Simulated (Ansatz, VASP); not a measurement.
# V in VASP and in Ansatz

The input INCAR:

```
PREC = Accurate
ENCUT = 520
EDIFF = 1E-6
ISMEAR = 0
SIGMA = 0.1
LREAL = False
LASPH = True
NELM = 150
ALGO = Normal
ISIF = 2
LWAVE = False
LCHARG = False
ISPIN = 2
MAGMOM = 0.51
LORBIT = 11
LMAXMIX = 4
GGA = PE
IVDW = 12
NBANDS = 16
```

Contents of KPOINTS:

```
Automatic mesh
0
Gamma
  6 6 6
```

POSCAR

```
V
1.0
   -1.5130000000      1.5130000000      1.5130000000
    1.5130000000     -1.5130000000      1.5130000000
    1.5130000000      1.5130000000     -1.5130000000
V
1
Direct
    0.0000000000      0.0000000000      0.0000000000
```

Input for Ansatz:

```yaml
crystal:
  lattice:
    - [-1.513, 1.513, 1.513]
    - [1.513, -1.513, 1.513]
    - [1.513, 1.513, -1.513]
  atoms:
    - { symbol: V, position: [0.0, 0.0, 0.0], spin: 0.51 }
basis:
  ecutwfc: 420
kpoints:
  mp_grid: { grid: [6, 6, 6] }
  band_path: { path: [[0, 0, 0], [0.5, 0, 0], [0.5, 0.5, 0.5]], npoints: 4 }
hamiltonian:
  xc: pbe
  dispersion: d3bj
scf:
  occupations: { method: gaussian, width: 0.1 }
  lower_state_search: "off"
  max_iter: 100
output:
  forces: true
  stress: true
  eigenvalues: true
  populations: true
magnetization:
  spin_polarized: true
```

Alike in both runs: task single point; functional PBE; dispersion D3(BJ); k mesh 6 × 6 × 6; occupations gaussian, width 0.1 eV; collinear spin.

```csv
,VASP,Ansatz
version,VASP 6.6.1,Ansatz 0.2.0
potentials or method,"VASP PAW PBE potentials, release 64 (V_sv), cutoff 520 eV","scalar-relativistic, plane waves, PAW"
valence electrons in the cell,13,13
```

```csv
,VASP,Ansatz,Ansatz less VASP
gap on the k mesh at the Fermi level (eV),none,none,-
pressure (GPa),-11.4,-11.6,-0.20
net moment per atom (μB),0.62,0.62,-0.002
size of the moment on the site where the two differ most (μB),0.49,0.46,-0.026
```

Site moments also hang on the region over which each program counts them. A gap of «none» marks a metal or a gap that the smearing closes.

The k mesh is coarse, so the values compare programs but aren't converged.
